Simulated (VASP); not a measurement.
# LiF3 (P6_3/mmc) in VASP: single point with PBEsol

Aim: the single point of LiF3 with PBEsol.

Program: VASP 6.6.1. These are calculated values, not measurements. Logs are shortened: lines on timing, memory, paths and dates and some standing lists are left out, and cuts for length are marked.

## (1) The cell of the first run

Symmetry: P6_3/mmc, No. 194, hexagonal system. Conventional cell: a = 4.418 Å, b = 4.418 Å, c = 4.653 Å, α = 90.00°, β = 90.00°, γ = 120.00°. Within 2.9 Å of Li (site symmetry -6m2) lie 12 F at 2.21 to 2.65 Å. Within 2.9 Å of F (site symmetry mm2) lie 8 F at 2.18 to 2.66 Å and 4 Li at 2.21 to 2.65 Å.

## (2) Single point, PBEsol

Contents of INCAR:

```
ALGO = Normal
EDIFF = 1E-6
ENCUT = 520
GGA = PS
ISIF = 2
ISMEAR = 0
LASPH = T
LCHARG = F
LREAL = F
LWAVE = F
NBANDS = 34
NELM = 60
PREC = Accurate
SIGMA = 0.1
```

Contents of KPOINTS:

```
k-points
0
Gamma
  5 5 4
```

Contents of POSCAR:

```
LiF3
1.0
    4.4183080000      0.0000000000      0.0000000000
   -2.2091540000      3.8263670000      0.0000000000
    0.0000000000      0.0000000000      4.6530210000
Li F
2 6
Direct
    0.3333333333      0.6666666667      0.7500000000
    0.6666666667      0.3333333333      0.2500000000
    0.1687660000      0.3375320000      0.2500000000
    0.1687660000      0.8312340000      0.2500000000
    0.6624680000      0.8312340000      0.2500000000
    0.8312340000      0.6624680000      0.7500000000
    0.8312340000      0.1687660000      0.7500000000
    0.3375320000      0.1687660000      0.7500000000
```

Potentials or basis: VASP PAW PBE potentials, release 64 (Li_sv, F).

Command:

```
> cat potpaw_PBE.64/Li_sv/POTCAR potpaw_PBE.64/F/POTCAR > POTCAR
> mpirun -np 1 vasp_std > vasp.out
```

OUTCAR:

```text
EDIFF = 1E-6
   ENCUT = 520
   GGA = PS
   ISIF = 2
   ISMEAR = 0
   LASPH = T
   LREAL = F
   NELM = 60
   PREC = Accurate

 ion  position               nearest neighbor table
   1  0.333  0.667  0.750-   6 2.21   6 2.21   7 2.21   8 2.21   7 2.21   8 2.21
   2  0.667  0.333  0.250-   3 2.21   3 2.21   4 2.21   5 2.21   4 2.21   5 2.21
   3  0.169  0.338  0.250-   2 2.21   2 2.21
   4  0.169  0.831  0.250-   2 2.21   2 2.21
   5  0.662  0.831  0.250-   2 2.21   2 2.21
   6  0.831  0.662  0.750-   1 2.21   1 2.21
   7  0.831  0.169  0.750-   1 2.21   1 2.21
   8  0.338  0.169  0.750-   1 2.21   1 2.21

  LATTYP: Found a hexagonal cell.
 ALAT       =     4.4183080000
 C/A-ratio  =     1.0531228244

  Lattice vectors:

 A1 = (   4.4183080000,   0.0000000000,   0.0000000000)
 A2 = (  -2.2091540000,   3.8263670000,   0.0000000000)
 A3 = (   0.0000000000,   0.0000000000,   4.6530210000)

Analysis of symmetry for initial positions (statically):
=====================================================================
 Subroutine PRICEL returns:
 Original cell was already a primitive cell.

 Routine SETGRP: Setting up the symmetry group for a
 hexagonal supercell.

 Subroutine GETGRP returns: Found 24 space group operations
 (whereof 12 operations were pure point group operations)
 out of a pool of 24 trial point group operations.

The static configuration has the point symmetry D_3d.
 The point group associated with its full space group is D_6h.

Analysis of symmetry for dynamics (positions and initial velocities):
=====================================================================
 Subroutine PRICEL returns:
 Original cell was already a primitive cell.

 Routine SETGRP: Setting up the symmetry group for a
 hexagonal supercell.

 Subroutine GETGRP returns: Found 24 space group operations
 (whereof 12 operations were pure point group operations)
 out of a pool of 24 trial point group operations.

The dynamic configuration has the point symmetry D_3d.
 The point group associated with its full space group is D_6h.

 Subroutine INISYM returns: Found 24 space group operations
 (whereof 12 operations are pure point group operations),
 and found     1 'primitive' translations

----------------------------------------------------------------------------------------

                                     Primitive cell

  volume of cell :      78.6643

  direct lattice vectors                    reciprocal lattice vectors
     4.418308000  0.000000000  0.000000000     0.226330985  0.130672254  0.000000000
    -2.209154000  3.826367000  0.000000000     0.000000000  0.261344508  0.000000000
     0.000000000  0.000000000  4.653021000     0.000000000  0.000000000  0.214914139

  length of vectors
     4.418308000  4.418308026  4.653021000     0.261344509  0.261344508  0.214914139

  position of ions in fractional coordinates (direct lattice)
     0.333333333  0.666666667  0.750000000
     0.666666667  0.333333333  0.250000000
     0.168766000  0.337532000  0.250000000
     0.168766000  0.831234000  0.250000000
     0.662468000  0.831234000  0.250000000
     0.831234000  0.662468000  0.750000000
     0.831234000  0.168766000  0.750000000
     0.337532000  0.168766000  0.750000000

  ion indices of the primitive-cell ions
   primitive index   ion index
                 1           1
                 2           2
                 3           3
                 4           4
                 5           5
                 6           6
                 7           7
                 8           8

----------------------------------------------------------------------------------------

 KPOINTS: k-points

Automatic generation of k-mesh.
 Grid dimensions read from file:
 generate k-points for:    5    5    4

 Generating k-lattice:

  Cartesian coordinates                     Fractional coordinates (reciprocal lattice)
     0.045266197  0.026134451  0.000000000     0.200000000  0.000000000  0.000000000
     0.000000000  0.052268902  0.000000000     0.000000000  0.200000000  0.000000000
     0.000000000  0.000000000  0.053728535     0.000000000  0.000000000  0.250000000

  Length of vectors
     0.052268902  0.052268902  0.053728535

  Shift w.r.t. Gamma in fractional coordinates (k-lattice)
     0.000000000  0.000000000  0.000000000

 Subroutine IBZKPT returns following result:
 ===========================================

 Found     15 irreducible k-points:

 Following reciprocal coordinates:
            Coordinates               Weight
  0.000000  0.000000  0.000000      1.000000
  0.200000  0.000000  0.000000      6.000000
  0.400000  0.000000  0.000000      6.000000
  0.200000  0.200000  0.000000      6.000000
  0.400000  0.200000  0.000000      6.000000
  0.000000  0.000000  0.250000      2.000000
  0.200000  0.000000  0.250000     12.000000
  0.400000  0.000000  0.250000     12.000000
  0.200000  0.200000  0.250000     12.000000
  0.400000  0.200000  0.250000     12.000000
  0.000000  0.000000  0.500000      1.000000
  0.200000  0.000000  0.500000      6.000000
  0.400000  0.000000  0.500000      6.000000
  0.200000  0.200000  0.500000      6.000000
  0.400000  0.200000  0.500000      6.000000
   k-points           NKPTS =     15   k-points in BZ     NKDIM =     15   number of bands    NBANDS=     34
   number of dos      NEDOS =    301   number of ions     NIONS =      8
   total plane-waves  NPLWV =  46656
   dimension x,y,z NGX =    36 NGY =   36 NGZ =   36
   dimension x,y,z NGXF=    72 NGYF=   72 NGZF=   72
   ions per type =               2   6
   NGX,Y,Z   is equivalent  to a cutoff of  13.55, 13.55, 12.86 a.u.
   NGXF,Y,Z  is equivalent  to a cutoff of  27.09, 27.09, 25.72 a.u.
 SYSTEM =  unknown system
   PREC   = accura    normal or accurate (medium, high low for compatibility)
   ISTART =      0    job   : 0-new  1-cont  2-samecut
   ICHARG =      2    charge: 1-file 2-atom 10-const
   ISPIN  =      1    spin polarized calculation?
   LNONCOLLINEAR =      F non collinear calculations
   LSORBIT =      F    spin-orbit coupling
   LASPH  =      T    aspherical Exc in radial PAW
   ENCUT  =  520.0 eV  38.22 Ry    6.18 a.u.   8.22  8.22  8.65*2*pi/ulx,y,z
   NELM   =     60;   NELMIN=  2; NELMDL= -5     # of ELM steps
   EDIFF  = 0.1E-05   stopping-criterion for ELM
   LREAL  =      F    real-space projection
   EDIFFG = 0.1E-04   stopping-criterion for IOM
   NSW    =      0    number of steps for IOM
   IBRION =     -1    ionic relax: 0-MD 1-quasi-New 2-CG
   NFREE  =      0    steps in history (QN), initial steepest desc. (CG)
   ISIF   =      2    stress and relaxation
   ISYM   =      2    0-nonsym 1-usesym 2-fastsym
   POTIM  = 0.5000    time-step for ionic-motion
   TEBEG  =    0.0;   TEEND  =   0.0 temperature during run
   PSTRESS=    0.0 pullay stress
   NELECT =      48.0000    total number of electrons
   NUPDOWN=      -1.0000    fix difference up-down
   EMIN   =  10.00;   EMAX   =-10.00  energy-range for DOS
   EFERMI =   0.00;   METHOD = LEGACY
   ISMEAR =     0;   SIGMA  =   0.10  broadening in eV -4-tet -1-fermi 0-gaus
   EFERMI_NEDOS =   21; number of points for ismear=-14 and -15
   IALGO  =     38    algorithm
   IMIX   =      4    mixing-type and parameters
     AMIX     =   0.40;   BMIX     =  1.00
     AMIX_MAG =   1.60;   BMIX_MAG =  1.00
  volume/ion in A,a.u.               =       9.83        66.36
  Fermi-wavevector in a.u.,A,eV,Ry     =   1.388554  2.623986 26.233142  1.928082
  Thomas-Fermi vector in A             =   2.512669
   LORBIT       =      0    0 simple, 1 ext, 2 COOP (PROOUT), +10 PAW based schemes
   GGA     = PS    functional components
   LHFCALC =     F    Hartree Fock is set to
   AEXX    =    0.0000 exact exchange contribution
   IVDW    =     0    specifies the selected vdW correction
   LEPSILON=     F    determine dielectric tensor
   LRPA    =     F    only Hartree local field effects (RPA)
 non-spin polarized calculation
 Gauss-broadening in eV      SIGMA  =   0.10
  energy-cutoff  :      520.00
  volume of cell :       78.66
 maximum number of plane-waves:      2134
 NGX is ok and might be reduce to    36
   NGX = 17   NGY = 17   NGZ = 17

 number of electron      48.0000040 magnetization

 Free energy of the ion-electron system (eV)
  ---------------------------------------------------
  ext. energy  EPLUGINS =         0.00000000
  ---------------------------------------------------
  free energy    TOTEN  =       -24.01112917 eV

  energy without entropy =      -23.96121876  energy(sigma->0) =      -23.98617396

 E-fermi :  -1.9967     XC(G=0):  -9.9410

 val. band max:       -2.0116095530   @ k =   0.4000   0.2000   0.2500
 cond. band min:      -1.9754515563   @ k =   0.4000   0.2000   0.5000
 fundamental gap:      0.0361579967
 Fermi energy:        -1.9967201944

 k-point     1 :       0.0000    0.0000    0.0000
  band No.  band energies     occupation
      1     -43.6071      2.00000
      2     -43.6014      2.00000
      3     -23.7067      2.00000
      4     -23.0814      2.00000
      5     -21.8326      2.00000
      6     -21.8326      2.00000
[... 26 lines left out ...]
     33      14.7538      0.00000
     34      14.7538      0.00000

 k-point     2 :       0.2000    0.0000    0.0000
  band No.  band energies     occupation
      1     -43.6063      2.00000
      2     -43.6017      2.00000
      3     -23.5741      2.00000
      4     -22.9861      2.00000
      5     -22.0218      2.00000
      6     -21.8534      2.00000
[... 26 lines left out ...]
     33      14.5913      0.00000
     34      15.0031      0.00000
[... 442 lines left out ...]
     33      13.7752      0.00000
     34      13.7752      0.00000

 k-point    15 :       0.4000    0.2000    0.5000
  band No.  band energies     occupation
      1     -43.6036      2.00000
      2     -43.6036      2.00000
      3     -22.8328      2.00000
      4     -22.8328      2.00000
      5     -22.4424      2.00000
      6     -22.4424      2.00000
[... 26 lines left out ...]
     33      13.7294      0.00000
     34      13.7294      0.00000

------------------------ aborting loop because EDIFF is reached ----------------------------------------

  FORCE on cell =-STRESS in cart. coord.  units (eV):
  Direction    XX          YY          ZZ          XY          YZ          ZX
  --------------------------------------------------------------------------------------
  -------------------------------------------------------------------------------------
  Total       -3.6616964     -3.6616964      2.1156417      0.0000000      0.0000000      0.0000000
  in kB      -74.5787829    -74.5787841     43.0898594      0.0000000      0.0000000      0.0000000
  external PRESSURE =     -35.3559026 kB  Pullay stress =       0.0000000 kB

 VOLUME and BASIS-vectors are now :
 -----------------------------------------------------------------------------
  energy-cutoff  :      520.00
  volume of cell :       78.66
      direct lattice vectors                 reciprocal lattice vectors
     4.418308000  0.000000000  0.000000000     0.226330985  0.130672254  0.000000000
    -2.209154000  3.826367000  0.000000000     0.000000000  0.261344508  0.000000000
     0.000000000  0.000000000  4.653021000     0.000000000  0.000000000  0.214914139

 POSITION                                       TOTAL-FORCE (eV/Angst)
 -----------------------------------------------------------------------------------
     -0.00000      2.55091      3.48977        -0.000000      0.000000      0.000000
      2.20915      1.27546      1.16326         0.000000     -0.000000      0.000000
     -0.00000      1.29152      1.16326         0.000000      0.076775      0.000000
     -1.09066      3.18061      1.16326         0.066489     -0.038387      0.000000
      1.09066      3.18061      1.16326        -0.066489     -0.038387      0.000000
      2.20915      2.53485      3.48977        -0.000000     -0.076775     -0.000000
      3.29982      0.64576      3.48977        -0.066489      0.038387      0.000000
      1.11849      0.64576      3.48977         0.066489      0.038387      0.000000
 -----------------------------------------------------------------------------------
    total drift:                               -0.000001      0.000001     -0.000000

  FREE ENERGIE OF THE ION-ELECTRON SYSTEM (eV)
  ---------------------------------------------------
  free  energy   TOTEN  =       -24.0111291653 eV

  energy  without entropy=      -23.9612187632  energy(sigma->0) =      -23.98617396
```

Run time: 14 s. Hardware: 1 thread of Intel Xeon 6975P-C (Granite Rapids), shared host; peak memory 0.19 GiB.

What came out:

```yaml
Free_energy: -24.0111 eV
Largest_force: 0.077 eV/Å
Band_gap_on_the_k_mesh: zero (band 24 reaches -1.57 eV, above the bottom of band 25 at -2.03 eV)
```

Forces on the atoms (eV/Å):
```
Li   0.000  0.000  0.000
Li   0.000  0.000  0.000
F    0.000  0.077  0.000
F    0.066 -0.038  0.000
F   -0.066 -0.038  0.000
F    0.000 -0.077  0.000
F   -0.066  0.038  0.000
F    0.066  0.038  0.000
```

Levels at points of the mesh, in eV from the Fermi level:
| k point | band 21 | band 22 | band 23 | band 24 | band 25 | band 26 | band 27 | band 28 |
| --- | --- | --- | --- | --- | --- | --- | --- | --- |
| (0.00, 0.00, 0.00) | -0.19 | 0.13 | 0.40 | 0.40 | 0.45 | 0.45 | 9.03 | 12.33 |
| (0.00, 0.00, 0.50) | -0.03 | -0.03 | 0.43 | 0.43 | 0.43 | 0.43 | 10.79 | 10.79 |

Caveat: the cutoff is under 1.25 times the usual one of these potentials, so pressure, stress and relaxed cells hold a basis-set (Pulay) error; the PAW data sets were made with another functional, which shifts forces and pressure a little.
